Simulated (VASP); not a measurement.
Crystal: Ge.

```
Ge
1.0
     2.58962    0.00000    0.00000
     0.00000    5.02289    0.00000
     0.00000    0.00000    6.89174
Ge
5
Direct
  0.50000 0.75384 0.31611
  0.50000 0.24616 0.31611
  0.50000 0.75384 0.68389
  0.50000 0.24616 0.68389
  0.50000 0.50000 0.00000
```

| Quantity | Value |
| --- | --- |
| Program | VASP 6.6.1 |
| Task | relaxation of cell and atoms |
| Functional | PBE |
| Potentials or basis | VASP PAW PBE potentials, release 64 (Ge_d) |
| Cutoff | 600 eV |
| k mesh | 6 × 4 × 4 |
| Occupations | gaussian, width 0.1 eV |
| Spin | no spin polarisation |

At the start: pressure 17.3 GPa; volume 17.93 Å³/atom.

Problem. How do energy, volume and symmetry change on relaxing?

Solution. Over 6 steps the energy falls by 173.2 meV/atom and the volume is 21.64 Å³/atom (+20.7 %); space group Pmmm (No. 47, to 0.05 Å).

Step by step:
| step | energy change (eV) | largest force (eV/Å) | pressure (GPa) | volume (Å³) |
| --- | --- | --- | --- | --- |
| 1 | 0.0000 | 0.4061 | 17.28 | 89.64 |
| 2 | -0.7258 | 0.0929 | -4.34 | 117.09 |
| 3 | -0.8645 | 0.0231 | 0.25 | 107.58 |
| 4 | -0.8645 | 0.0266 | -0.08 | 107.96 |
| 5 | -0.8657 | 0.0210 | -0.14 | 108.11 |
| 6 | -0.8660 | 0.0238 | -0.10 | 108.19 |

Final structure:
```
CELL_PARAMETERS angstrom
2.72360 0.00000 0.00000
0.00000 5.39863 0.00000
0.00000 0.00000 7.35817
ATOMIC_POSITIONS crystal
Ge 0.50000 0.75610 0.31497
Ge 0.50000 0.24390 0.31497
Ge 0.50000 0.75610 0.68503
Ge 0.50000 0.24390 0.68503
Ge 0.50000 0.50000 0.00000
```

Caveat: the k points lie up to 0.38 Å⁻¹ apart in the final cell; the volume moved by over 15 % at a fixed basis, so the end points are rough.
